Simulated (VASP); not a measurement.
Here is a VASP 6.6.1 calculation.

Contents of INCAR:

```
SYSTEM = GaN
ALGO = Normal ; EDIFF = 1E-6
ENCUT = 520 ; GGA = PE
ISIF = 2 ; ISMEAR = 0
LASPH = .True. ; LCHARG = .True.
LELF = .True. ; LREAL = .False.
LVHAR = .True. ; LWAVE = .False.
NBANDS = 46 ; NELM = 60
PREC = Accurate ; SIGMA = 0.01
```

File KPOINTS:

```
k-points
0
Gamma
  9 9 2
  0 0 0
```

The input POSCAR:

```
GaN
1.0
    3.2489879828      0.0000000000      0.0000000000
   -1.6244939914      2.8137061297      0.0000000000
    0.0000000000      0.0000000000     10.5993278513
Ga N
4 4
Direct
    0.0000000000      0.0000000000     -0.0003500022
    0.3333333333      0.6666666667      0.2499403971
    0.0000000000      0.0000000000      0.4996499978
    0.6666666667      0.3333333333      0.7499403971
    0.0000000000      0.0000000000      0.1876293213
    0.3333333333      0.6666666667      0.4377802838
    0.0000000000      0.0000000000      0.6876293213
    0.6666666667      0.3333333333      0.9377802838
```

Potentials or basis: VASP PAW PBE potentials, release 64 (Ga_d, N).

Launch:

```sh
$ cat potpaw_PBE.64/Ga_d/POTCAR potpaw_PBE.64/N/POTCAR > POTCAR
$ mpirun -np 1 vasp_std > vasp.out
```

Problem. Predict the band gap on the k mesh.

Solution. 1.43 eV, direct.

Problem. Predict the pressure.

Solution. -4.6 GPa.

Forces in eV/Å, atoms in the order of the input:
```
Ga   0.000  0.000 -0.004
Ga   0.000  0.000 -0.001
Ga   0.000  0.000 -0.004
Ga   0.000  0.000 -0.001
N    0.000  0.000  0.003
N    0.000  0.000  0.002
N    0.000  0.000  0.003
N    0.000  0.000  0.002
```
